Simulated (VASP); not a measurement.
Here is a VASP 6.6.1 calculation.

POSCAR

```
TePb
1.0
    2.3237242074      1.3416027950      3.7954485341
   -2.3237242074      1.3416027950      3.7954485341
    0.0000000000     -2.6832055949      3.7954485324
Pb Te
1 1
Direct
    1.0082603663      1.0082603663      1.0082603663
    0.5127396337      0.5127396337      0.5127396337
```

File INCAR.step1:

```
ALGO = Normal ; EDIFF = 1E-4
ENCUT = 600 ; GGA = PE
ISMEAR = -1 ; LASPH = True
LCHARG = False ; LREAL = False
LWAVE = True ; NELM = 80
PREC = Accurate ; SIGMA = 0.02
```

Contents of INCAR.step2:

```
ALGO = Normal ; EDIFF = 1E-6
EDIFFG = -0.005 ; ENCUT = 600
IBRION = 2 ; ISIF = 3
ISMEAR = -1 ; ISTART = 1
LASPH = True ; LCHARG = False
LMIXTAU = True ; LREAL = False
LWAVE = False ; METAGGA = R2SCAN
NELM = 80 ; NSW = 80
PREC = Accurate ; SIGMA = 0.02
```

The input KPOINTS:

```
k-points
0
Gamma
  6 6 6
```

Potentials or basis: VASP PAW PBE potentials, release 64 (Pb_d, Te).

Run with:

```sh
$ cat potpaw_PBE.64/Pb_d/POTCAR potpaw_PBE.64/Te/POTCAR > POTCAR
$ cp INCAR.step1 INCAR
$ mpirun -np 1 vasp_std > vasp.out
$ cp INCAR.step2 INCAR
$ mpirun -np 1 vasp_std > vasp.out
```

Task: Estimate the space group after relaxing (to 0.1 Å).

Result: R3m (No. 160).

Task: Estimate the band gap on the k mesh.

Result: 1.10 eV.

Task: Predict the relaxed volume.

Result: 34.93 Å³/atom.

Task: Predict the relaxed cell.

Result: a = 4.624 Å, b = 4.624 Å, c = 4.624 Å, α = 59.98°, β = 59.98°, γ = 59.98°.

The path:
```
step  energy change (eV)  largest force (eV/Å)  pressure (GPa)  volume (Å³)
   1              0.0000                0.0078           -0.66        70.99
   2             -0.0021                0.0025            0.22        69.50
   3             -0.0024                0.0001            0.00        69.86
```

Caveat: the PAW data sets were made with another functional, which shifts forces and pressure a little; spin-orbit coupling is left out, which moves the levels of the heavy elements. A k mesh can miss the band edges.
